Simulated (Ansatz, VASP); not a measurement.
# TiAl in VASP and in Ansatz

Contents of INCAR:

```
SYSTEM = TiAl
PREC = Accurate
ENCUT = 520
EDIFF = 1E-6
ISMEAR = 0
SIGMA = 0.15
LREAL = .FALSE.
LASPH = .TRUE.
NELM = 100
ALGO = Fast
ISIF = 2
LWAVE = .FALSE.
LCHARG = .FALSE.
GGA = PS
NBANDS = 14
```

File KPOINTS:

```
regular mesh
0
G
  14 14 14
  0 0 0
```

File POSCAR:

```
TiAl
1.0
    2.8091745961      0.0000000000      0.0000000000
    0.0000000000      3.5035773053      0.0000000000
    0.0000000000      0.0000000000      3.1563759507
Ti Al
1 1
Direct
    0.0000000000      0.0000000000      0.0000000000
    0.5000000000      0.5000000000      0.5000000000
```

Input for Ansatz:

```yaml
crystal:
  lattice:
    - [2.809174596, 0.0, 0.0]
    - [0.0, 3.5035773052, 0.0]
    - [0.0, 0.0, 3.1563759506]
  atoms:
    - { symbol: Ti, position: [0.0, 0.0, 0.0] }
    - { symbol: Al, position: [0.5, 0.5, 0.5] }
basis:
  ecutwfc: 520.0
kpoints:
  mp_grid: { grid: [14, 14, 14] }
hamiltonian:
  xc: pbesol
scf:
  occupations: { method: gaussian, width: 0.15 }
output:
  forces: true
  stress: true
  eigenvalues: true
```

Change from the starting cell: normal strain along x -0.1100, normal strain along y +0.1100.

Alike in both runs: task single point; functional PBEsol; k mesh 14 × 14 × 14; occupations gaussian, width 0.15 eV; no spin polarisation.

|  | VASP | Ansatz |
| --- | --- | --- |
| version | VASP 6.6.1 | Ansatz 0.2.0 |
| potentials or method | VASP PAW PBE potentials, release 64 (Ti_sv, Al), cutoff 520 eV | scalar-relativistic, plane waves, PAW |
| valence electrons in the cell | 15 | 15 |

```tsv
	VASP	Ansatz	Ansatz less VASP
gap on the k mesh at the Fermi level (eV)	none	none	-
pressure (GPa)	2.3	2.2	-0.07
traceless stress, the component that is largest in VASP (GPa)	-6.11	-6.12	-0.006
```

VASP's potentials were made for PBE, not for PBEsol. A gap of «none» marks a metal or a gap that the smearing closes.
